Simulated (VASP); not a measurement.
Input of a VASP 6.6.1 run:

The input INCAR:

```
ALGO     = Normal         # electronic algorithm
EDIFF    = 1E-7           # SCF threshold, eV
ENCUT    = 520            # plane-wave cutoff, eV
GGA      = PS             # functional
ISIF     = 2              # what is computed and relaxed
ISMEAR   = 0              # smearing method
LASPH    = True           # aspherical terms in the spheres
LCHARG   = False          # write CHGCAR
LREAL    = False          # projectors in reciprocal space
LWAVE    = False          # write WAVECAR
NBANDS   = 9              # bands
NELM     = 80             # most SCF steps
PREC     = Accurate       # precision mode
SIGMA    = 0.1            # smearing width, eV
```

The input KPOINTS:

```
k-points
0
Gamma
  8 8 8
```

The input POSCAR:

```
S
1.0
    2.3922077804      0.0000000000      0.0000000000
    0.0000000000      2.3922077804      0.0000000000
    0.0000000000      0.0000000000      2.3922297085
S
1
Direct
    0.0000000000      0.0000000000      0.0000000000
```

Potentials or basis: VASP PAW PBE potentials, release 64 (S).

Run with:

```sh
$ cat potpaw_PBE.64/S/POTCAR > POTCAR
$ mpirun -np 1 vasp_std > vasp.out
```

Estimate the band gap on the k mesh.

zero (band 3 reaches 14.77 eV, above the bottom of band 4 at 5.77 eV).

Predict the pressure.

25.0 GPa.

Caveat: the PAW data sets were made with another functional, which shifts forces and pressure a little.
